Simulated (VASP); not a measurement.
Set up this calculation in VASP 6.6.1, as the native input.

| Quantity | Value |
| --- | --- |
| Task | single point |
| Functional | r2SCAN |
| Potentials or basis | VASP PAW PBE potentials, release 64 (Ag, I) |
| Cutoff | 550 eV |
| k mesh | 7 × 7 × 7 |
| Occupations | fermi-dirac, width 0.05 eV |
| Spin | no spin polarisation |
| Dipole correction | no |
| Further INCAR settings | ALGO = Normal; EDIFF = 1e-06; NBANDS = 16 |

Crystal: AgI.

```
Ag I
1.0
     0.00000    3.22538    3.22538
     3.22538    0.00000    3.22538
     3.22538    3.22538    0.00000
Ag I
1 1
Direct
  0.00000 0.00000 0.00000
  0.25000 0.25000 0.25000
```

These files were run (other wordings do the same):

POSCAR

```
AgI
1.0
    0.0000000000      3.2253840000      3.2253840000
    3.2253840000      0.0000000000      3.2253840000
    3.2253840000      3.2253840000      0.0000000000
Ag I
1 1
Direct
    0.0000000000      0.0000000000      0.0000000000
    0.2500000000      0.2500000000      0.2500000000
```

INCAR.step1

```
PREC = Accurate ; ENCUT = 550
ISMEAR = -1 ; SIGMA = 0.05
LREAL = False ; LASPH = True
NELM = 120 ; NBANDS = 16
GGA = PE ; ALGO = Normal
EDIFF = 1E-5 ; LWAVE = True
LCHARG = False ; GGA_COMPAT = False
```

INCAR.step2

```
PREC = Accurate ; ENCUT = 550
EDIFF = 1E-6 ; ISMEAR = -1
SIGMA = 0.05 ; LREAL = False
LASPH = True ; NELM = 120
ALGO = Normal ; ISIF = 2
LWAVE = False ; LCHARG = True
METAGGA = R2SCAN ; LMIXTAU = True
LELF = True ; LVHAR = True
NBANDS = 16 ; ISTART = 1
GGA_COMPAT = False
```

KPOINTS

```
Automatic mesh
0
Gamma
  7 7 7
```

Potentials or basis: VASP PAW PBE potentials, release 64 (Ag, I).

Run with:

```console
$ cat potpaw_PBE.64/Ag/POTCAR potpaw_PBE.64/I/POTCAR > POTCAR
$ cp INCAR.step1 INCAR
$ mpirun -np 1 vasp_std > vasp.out
$ cp INCAR.step2 INCAR
$ mpirun -np 1 vasp_std > vasp.out
```

Results of the run:

* Pressure: 1.8 GPa
* Band gap on the k mesh: 1.79 eV, direct

Caveat: the PAW data sets were made with another functional, which shifts forces and pressure a little; spin-orbit coupling is left out, which moves the levels of the heavy elements.

Run time: 3.4 min on 1 thread of Intel Xeon 8259CL (shared host), peak memory 0.22 GiB.
